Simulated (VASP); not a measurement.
Input of a VASP 6.6.1 run:

Contents of INCAR:

```
PREC     = Accurate       # precision mode
ENCUT    = 520            # plane-wave cutoff, eV
EDIFF    = 1E-7           # SCF threshold, eV
ISMEAR   = 0              # smearing method
SIGMA    = 0.1            # smearing width, eV
LREAL    = F              # projectors in reciprocal space
LASPH    = T              # aspherical terms in the spheres
NELM     = 120            # most SCF steps
ALGO     = Normal         # electronic algorithm
ISIF     = 2              # what is computed and relaxed
LWAVE    = F              # write WAVECAR
LCHARG   = F              # write CHGCAR
LDIPOL   = T            
IDIPOL   = 3            
DIPOL    = 0.5 0.5 0.368
IBRION   = 2              # ionic algorithm
NSW      = 36             # ionic steps
EDIFFG   = -0.025         # ionic threshold
GGA_COMPAT= F            
NELMIN   = 4            
NELMDL   = -8
```

Contents of KPOINTS:

```
Automatic mesh
0
Gamma
  12 12 1
```

Contents of POSCAR:

```
Os4C
1.0
    2.7145740629      0.0000000000      0.0000000000
   -1.3572870314      2.3508900989      0.0000000000
    0.0000000000      0.0000000000     21.8661488866
Os C
4 1
Selective dynamics
Direct
    0.6666666667      0.3333333333      0.1829311609  F F F
    0.3333333333      0.6666666667      0.2811020214  F F F
    0.6666666667      0.3333333333      0.3787246389  F F F
    0.3333333333      0.6666666667      0.4740729124  F F F
    0.6666666667      1.3333333333      0.5252034553  F F T
```

Potentials or basis: VASP PAW LDA potentials, release 64 (Os, C).

The run is started by

```sh
$ cat potpaw_LDA.64/Os/POTCAR potpaw_LDA.64/C/POTCAR > POTCAR
$ mpirun -np 1 vasp_std > vasp.out
```

Q: Predict the energy gained by relaxing.

A: 11.0 meV/atom.

Q: What does it give for the band gap on the k mesh?

A: Zero (bands 18 and 19 overlap by 2.24 eV).

Final structure:
```xyz
5
Lattice="2.7146 0.0000 0.0000 -1.3573 2.3509 0.0000 0.0000 0.0000 21.8661" Properties=species:S:1:pos:R:3 pbc="T T T"
Os    1.3573    0.7836    4.0000
Os    0.0000    1.5673    6.1466
Os    1.3573    0.7836    8.2812
Os    0.0000    1.5673   10.3661
C     1.3573    0.7836   11.5610
```

Caveat: spin-orbit coupling is left out, which moves the levels of the heavy elements.
